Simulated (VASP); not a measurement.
# Sn8O16F (a cell with a defect): single point with PBE

Sn8O16F (a cell with a defect):

```
CELL_PARAMETERS angstrom
4.82746 4.82746 0.00000
-4.82746 4.82746 0.00000
0.00000 0.00000 6.47591
ATOMIC_POSITIONS crystal
Sn 0.01104 0.48977 0.24186
Sn 0.50244 0.99825 0.24629
Sn 0.00838 0.01116 0.01210
Sn 0.49878 0.49795 0.00270
Sn 0.00703 0.50982 0.74714
Sn 0.49752 0.99002 0.74960
Sn 0.99233 0.00133 0.50518
Sn 0.51240 0.49326 0.50121
O 0.00207 0.80734 0.25550
O 0.53676 0.30522 0.25434
O 0.92243 0.18934 0.27227
O 0.50825 0.68849 0.25447
O 0.31494 0.94442 0.99432
O 0.81217 0.50085 0.99642
O 0.19764 0.56608 0.98636
O 0.69524 0.99429 0.99572
O 0.99401 0.81661 0.75197
O 0.49770 0.29980 0.75512
O 0.00270 0.19973 0.75456
O 0.51308 0.68345 0.74550
O 0.30269 0.00471 0.49537
O 0.81760 0.51060 0.50051
O 0.20257 0.49297 0.49466
O 0.68436 0.98314 0.50538
F 0.21523 0.24981 0.11313
```

```
Program             : VASP 6.6.1
Task                : single point
Functional          : PBE
Potentials or basis : VASP PAW PBE potentials, release 64 (Sn_d, O, F)
Cutoff              : 520 eV
k mesh              : 2 × 2 × 2, shifted
Occupations         : fermi-dirac, width 0.01 eV
Spin                : no spin polarisation
```

- Largest force: 0.078 eV/Å

Forces on the atoms (eV/Å):
```
Sn  -0.017  0.009  0.007
Sn   0.006  0.000  0.001
Sn   0.011 -0.039 -0.018
Sn  -0.011  0.031  0.013
Sn  -0.017 -0.014 -0.013
Sn   0.003 -0.008 -0.015
Sn   0.012 -0.010  0.012
Sn   0.002  0.009 -0.008
O    0.005 -0.028 -0.002
O    0.019 -0.016 -0.008
O   -0.034  0.010  0.000
O    0.002  0.013  0.009
O   -0.019 -0.023 -0.039
O   -0.025 -0.072 -0.016
O    0.020  0.001  0.035
O    0.039  0.029  0.002
O    0.000 -0.009  0.009
O    0.034 -0.028 -0.027
O   -0.004  0.033 -0.004
O   -0.001  0.024  0.026
O   -0.023 -0.009  0.000
O   -0.008  0.003  0.011
O   -0.004  0.019  0.008
O    0.008  0.050  0.003
F    0.004  0.026  0.016
```

Levels at points of the mesh, in eV from the Fermi level:
```csv
k point,band 106,band 107,band 108,band 109,band 110,band 111
"(0.25, 0.25, 0.25)",-0.66,-0.46,-0.24,2.21,3.73,3.87
```

It took 3.1 min on 1 thread of Intel(R) Xeon(R) Platinum 8488C (Sapphire Rapids) (shared host), peak memory 0.4 GiB.

Caveat: the cell carries a net charge on a neutralising background, which shifts energy and pressure; the cell is charged against a uniform background, so pressure and absolute levels hang on convention; spin-orbit coupling is left out, which moves the levels of the heavy elements.
